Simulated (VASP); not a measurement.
SiO:

```
CELL_PARAMETERS angstrom
2.80697 0.00000 0.00000
0.00000 2.80697 0.00000
0.00000 0.00000 2.80697
ATOMIC_POSITIONS crystal
Si 0.00000 0.00000 0.00000
O 0.50000 0.50000 0.50000
```

Base run:

```yaml
Program: VASP 6.6.1
Functional: revPBE
Potentials_or_basis: VASP PAW PBE potentials, release 64 (Si, O)
Cutoff: 520 eV
k_mesh: 9 × 9 × 9
Occupations: fermi-dirac, width 0.05 eV
Spin: no spin polarisation
```

Its results: band gap on the k mesh zero (band 5 reaches 8.22 eV, above the bottom of band 6 at 7.63 eV); pressure 1.9 GPa.

Task: After a change of settings the same cell gave: band gap on the k mesh zero (band 5 reaches 8.06 eV, above the bottom of band 6 at 7.44 eV); pressure -6.5 GPa. Which change was it?
A. functional from revPBE to PBE; k mesh from 9 × 9 × 9 to 8 × 8 × 8
B. functional from revPBE to PBE
C. functional from revPBE to PBEsol; dispersion from none to D3(BJ)
D. functional from revPBE to PBE; occupations from fermi-dirac, width 0.05 eV to gaussian, width 0.011 eV

Result: C.

Caveats: the PAW data sets were made with another functional, which shifts forces and pressure a little; three body term missing (some runs); pairwise dispersion overbinds metals, which lowers pressure and volume (some runs).
